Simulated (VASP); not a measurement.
# GaN (P6_3mc) in VASP: further runs, part 2 of 2

VASP 6.6.1. The steps go on from the part before.

## (3) Relaxation of cell and atoms, PBEsol

This run uses another cell than the first one, of 11.76 Å³/atom.

The input, INCAR:

```
ALGO     = Normal         # electronic algorithm
EDIFF    = 1E-6           # SCF threshold, eV
EDIFFG   = -0.005         # ionic threshold
ENCUT    = 600            # plane-wave cutoff, eV
GGA      = PS             # functional
IBRION   = 2              # ionic algorithm
ISIF     = 3              # what is computed and relaxed
ISMEAR   = 0              # smearing method
LASPH    = T              # aspherical terms in the spheres
LCHARG   = F              # write CHGCAR
LREAL    = F              # projectors in reciprocal space
LWAVE    = F              # write WAVECAR
NELM     = 80             # most SCF steps
NSW      = 70             # ionic steps
PREC     = Accurate       # precision mode
SIGMA    = 0.02           # smearing width, eV
```

The input, KPOINTS:

```
k-points
0
Gamma
  12 12 6
```

The input, POSCAR:

```
GaN
1.0
    3.2184289250      0.0000000000      0.0000000000
   -1.6092144625      2.7872412093      0.0000000000
    0.0000000000      0.0000000000      5.2430304918
Ga N
2 2
Direct
    0.3333333333      0.6666666667     -0.0008683122
    0.6666666667      0.3333333333      0.4991316878
    0.3333333333      0.6666666667      0.3758683122
    0.6666666667      0.3333333333      0.8758683122
```

Potentials or basis: VASP PAW PBE potentials, release 64 (Ga_d, N).

Launch:

```sh
$ cat potpaw_PBE.64/Ga_d/POTCAR potpaw_PBE.64/N/POTCAR > POTCAR
$ mpirun -np 1 vasp_std > vasp.out
```

OUTCAR:

```text
EDIFF = 1E-6
   EDIFFG = -0.005
   ENCUT = 600
   GGA = PS
   IBRION = 2
   ISIF = 3
   ISMEAR = 0
   LASPH = T
   LREAL = F
   NELM = 80
   NSW = 70
   PREC = Accurate

 ion  position               nearest neighbor table
   1  0.333  0.667  0.999-   4 1.97   4 1.97   4 1.97   3 1.98
   2  0.667  0.333  0.499-   3 1.97   3 1.97   3 1.97   4 1.98
   3  0.333  0.667  0.376-   2 1.97   2 1.97   2 1.97   1 1.98
   4  0.667  0.333  0.876-   1 1.97   1 1.97   1 1.97   2 1.98

  LATTYP: Found a hexagonal cell.
 ALAT       =     3.2184289250
 C/A-ratio  =     1.6290651787

  Lattice vectors:

 A1 = (   3.2184289250,   0.0000000000,   0.0000000000)
 A2 = (  -1.6092144625,   2.7872412093,   0.0000000000)
 A3 = (   0.0000000000,   0.0000000000,   5.2430304918)

Analysis of symmetry for initial positions (statically):
=====================================================================
 Subroutine PRICEL returns:
 Original cell was already a primitive cell.

 Routine SETGRP: Setting up the symmetry group for a
 hexagonal supercell.

 Subroutine GETGRP returns: Found 12 space group operations
 (whereof  6 operations were pure point group operations)
 out of a pool of 24 trial point group operations.

The static configuration has the point symmetry C_3v.
 The point group associated with its full space group is C_6v.

Analysis of symmetry for dynamics (positions and initial velocities):
=====================================================================
 Subroutine PRICEL returns:
 Original cell was already a primitive cell.

 Routine SETGRP: Setting up the symmetry group for a
 hexagonal supercell.

 Subroutine GETGRP returns: Found 12 space group operations
 (whereof  6 operations were pure point group operations)
 out of a pool of 24 trial point group operations.

The dynamic configuration has the point symmetry C_3v.
 The point group associated with its full space group is C_6v.

 Subroutine INISYM returns: Found 12 space group operations
 (whereof  6 operations are pure point group operations),
 and found     1 'primitive' translations

----------------------------------------------------------------------------------------

                                     Primitive cell

  volume of cell :      47.0328

  direct lattice vectors                    reciprocal lattice vectors
     3.218428925  0.000000000  0.000000000     0.310710605  0.179388852  0.000000000
    -1.609214462  2.787241209  0.000000000     0.000000000  0.358777703  0.000000000
     0.000000000  0.000000000  5.243030492     0.000000000  0.000000000  0.190729389

  length of vectors
     3.218428925  3.218428925  5.243030492     0.358777703  0.358777703  0.190729389

  position of ions in fractional coordinates (direct lattice)
     0.333333333  0.666666667  0.999131688
     0.666666667  0.333333333  0.499131688
     0.333333333  0.666666667  0.375868312
     0.666666667  0.333333333  0.875868312

  ion indices of the primitive-cell ions
   primitive index   ion index
                 1           1
                 2           2
                 3           3
                 4           4

[... 52 lines left out ...]
 [... further k-points ...]
   k-points           NKPTS =     76   k-points in BZ     NKDIM =     76   number of bands    NBANDS=     22
   number of dos      NEDOS =    301   number of ions     NIONS =      4
   total plane-waves  NPLWV =  32928
   dimension x,y,z NGX =    28 NGY =   28 NGZ =   42
   dimension x,y,z NGXF=    56 NGYF=   56 NGZF=   84
   ions per type =               2   2
   NGX,Y,Z   is equivalent  to a cutoff of  14.46, 14.46, 13.32 a.u.
   NGXF,Y,Z  is equivalent  to a cutoff of  28.93, 28.93, 26.63 a.u.
 SYSTEM =  unknown system
   PREC   = accura    normal or accurate (medium, high low for compatibility)
   ISTART =      0    job   : 0-new  1-cont  2-samecut
   ICHARG =      2    charge: 1-file 2-atom 10-const
   ISPIN  =      1    spin polarized calculation?
   LNONCOLLINEAR =      F non collinear calculations
   LSORBIT =      F    spin-orbit coupling
   LASPH  =      T    aspherical Exc in radial PAW
   ENCUT  =  600.0 eV  44.10 Ry    6.64 a.u.   6.43  6.43 10.47*2*pi/ulx,y,z
   NELM   =     80;   NELMIN=  2; NELMDL= -5     # of ELM steps
   EDIFF  = 0.1E-05   stopping-criterion for ELM
   LREAL  =      F    real-space projection
   EDIFFG = -.5E-02   stopping-criterion for IOM
   NSW    =     70    number of steps for IOM
   IBRION =      2    ionic relax: 0-MD 1-quasi-New 2-CG
   NFREE  =      1    steps in history (QN), initial steepest desc. (CG)
   ISIF   =      3    stress and relaxation
   ISYM   =      2    0-nonsym 1-usesym 2-fastsym
   POTIM  = 0.5000    time-step for ionic-motion
   TEBEG  =    0.0;   TEEND  =   0.0 temperature during run
   PSTRESS=    0.0 pullay stress
   NELECT =      36.0000    total number of electrons
   NUPDOWN=      -1.0000    fix difference up-down
   EMIN   =  10.00;   EMAX   =-10.00  energy-range for DOS
   EFERMI =   0.00;   METHOD = LEGACY
   ISMEAR =     0;   SIGMA  =   0.02  broadening in eV -4-tet -1-fermi 0-gaus
   EFERMI_NEDOS =   21; number of points for ismear=-14 and -15
   IALGO  =     38    algorithm
   IMIX   =      4    mixing-type and parameters
     AMIX     =   0.40;   BMIX     =  1.00
     AMIX_MAG =   1.60;   BMIX_MAG =  1.00
  volume/ion in A,a.u.               =      11.76        79.35
  Fermi-wavevector in a.u.,A,eV,Ry     =   1.497529  2.829920 30.512351  2.242595
  Thomas-Fermi vector in A             =   2.609406
   LORBIT       =      0    0 simple, 1 ext, 2 COOP (PROOUT), +10 PAW based schemes
   GGA     = PS    functional components
   LHFCALC =     F    Hartree Fock is set to
   AEXX    =    0.0000 exact exchange contribution
   IVDW    =     0    specifies the selected vdW correction
   LEPSILON=     F    determine dielectric tensor
   LRPA    =     F    only Hartree local field effects (RPA)
 conjugate gradient relaxation of ions
 non-spin polarized calculation
 Gauss-broadening in eV      SIGMA  =   0.02
  energy-cutoff  :      600.00
  volume of cell :       47.03
 maximum number of plane-waves:      1587
 NGX is ok and might be reduce to    28
   NGX = 13   NGY = 13   NGZ = 21

--------------------------------------- Ionic step        1  -------------------------------------------

 number of electron      36.0000002 magnetization

 Free energy of the ion-electron system (eV)
  ---------------------------------------------------
  ext. energy  EPLUGINS =         0.00000000
  ---------------------------------------------------
  free energy    TOTEN  =       -26.24209160 eV

  energy without entropy =      -26.24209160  energy(sigma->0) =      -26.24209160

------------------------ aborting loop because EDIFF is reached ----------------------------------------

  FORCE on cell =-STRESS in cart. coord.  units (eV):
  Direction    XX          YY          ZZ          XY          YZ          ZX
  --------------------------------------------------------------------------------------
  -------------------------------------------------------------------------------------
  Total       -1.8336748     -1.8336748     -1.8136253      0.0000000      0.0000000      0.0000000
  in kB      -62.4643226    -62.4643226    -61.7813360      0.0000000      0.0000000      0.0000000
  external PRESSURE =     -62.2366604 kB  Pullay stress =       0.0000000 kB
[... 177 lines left out ...]
--------------------------------------- Ionic step        6  -------------------------------------------

 number of electron      35.9999995 magnetization

 Free energy of the ion-electron system (eV)
  ---------------------------------------------------
  ext. energy  EPLUGINS =         0.00000000
  ---------------------------------------------------
  free energy    TOTEN  =       -26.27486275 eV

  energy without entropy =      -26.27486275  energy(sigma->0) =      -26.27486275

 E-fermi :   5.4058     XC(G=0): -11.9390

 val. band max:        5.2570554811   @ k =   0.0000   0.0000   0.0000
 cond. band min:       7.1646610763   @ k =   0.0000   0.0000   0.0000
 fundamental gap:      1.9076055952
 Fermi energy:         5.4058148056

 k-point     1 :       0.0000    0.0000    0.0000
  band No.  band energies     occupation
      1     -10.7775      2.00000
      2      -9.8018      2.00000
      3      -8.1494      2.00000
      4      -8.1337      2.00000
      5      -8.1337      2.00000
      6      -8.0705      2.00000
[... 589 lines left out ...]
     21      12.2209      0.00000
     22      13.4852      0.00000

 [... further k-points ...]

------------------------ aborting loop because EDIFF is reached ----------------------------------------

  FORCE on cell =-STRESS in cart. coord.  units (eV):
  Direction    XX          YY          ZZ          XY          YZ          ZX
  --------------------------------------------------------------------------------------
  -------------------------------------------------------------------------------------
  Total        0.0010259      0.0010259      0.0125848      0.0000000      0.0000000      0.0000000
  in kB        0.0362064      0.0362064      0.4441513      0.0000000      0.0000000      0.0000000
  external PRESSURE =       0.1721880 kB  Pullay stress =       0.0000000 kB
[... 19 lines left out ...]
  FREE ENERGIE OF THE ION-ELECTRON SYSTEM (eV)
  ---------------------------------------------------
  free  energy   TOTEN  =       -26.2748627504 eV

  energy  without entropy=      -26.2748627504  energy(sigma->0) =      -26.27486275

 reached required accuracy - stopping structural energy minimisation
```

Wall time 5.1 min (1 thread of Intel Xeon Platinum 8259CL at 2.50GHz (Skylake/Cascade Lake), shared host); peak memory 0.23 GiB.

What came out:

```yaml
Free_energy: -26.2749 eV
Relaxed_volume: 11.35 Å³/atom
Relaxed_cell: a = 3.181 Å, b = 3.181 Å, c = 5.182 Å, α = 90.00°, β = 90.00°, γ = 120.00°
Space_group_after_relaxing_to_0.1_Å: P6_3mc (No. 186)
Energy_gained_by_relaxing: 8.2 meV/atom
Ionic_steps: 6
Pressure_after_relaxing: 0.0 GPa
Band_gap_on_the_k_mesh: 1.91 eV
```

Forces on the atoms (eV/Å):
```
Ga   0.000  0.000  0.003
Ga   0.000  0.000  0.003
N    0.000  0.000 -0.003
N    0.000  0.000 -0.003
```

The path:
| step | energy change (eV) | largest force (eV/Å) | pressure (GPa) | volume (Å³) |
| --- | --- | --- | --- | --- |
| 1 | 0.0000 | 0.0007 | -6.22 | 47.03 |
| 2 | -0.0059 | 0.0166 | 6.28 | 43.99 |
| 3 | -0.0328 | 0.0075 | -0.04 | 45.40 |
| 4 | -0.0328 | 0.0078 | 0.11 | 45.37 |
| 5 | -0.0328 | 0.0015 | -0.27 | 45.42 |
| 6 | -0.0328 | 0.0029 | 0.02 | 45.40 |

Final structure:
```
CELL_PARAMETERS angstrom
3.18059 0.00000 0.00000
-1.59029 2.75447 0.00000
0.00000 0.00000 5.18180
ATOMIC_POSITIONS crystal
Ga 0.33333 0.66667 0.99917
Ga 0.66667 0.33333 0.49917
N 0.33333 0.66667 0.37583
N 0.66667 0.33333 0.87583
```

Levels at points of the mesh, in eV from the valence-band top:
| k point | band 16 | band 17 | band 18 | band 19 | band 20 | band 21 |
| --- | --- | --- | --- | --- | --- | --- |
| (0.00, 0.00, 0.00) | -0.04 | 0.00 | 0.00 | 1.91 | 4.22 | 9.13 |
| (0.50, 0.00, 0.00) | -2.79 | -2.26 | -1.02 | 4.95 | 5.53 | 5.95 |
| (0.00, 0.00, 0.50) | -0.54 | -0.54 | -0.54 | 4.23 | 4.23 | 8.39 |
| (0.50, 0.00, 0.50) | -1.98 | -1.93 | -1.93 | 4.31 | 4.31 | 7.72 |

Caveat: the PAW data sets were made with another functional, which shifts forces and pressure a little.
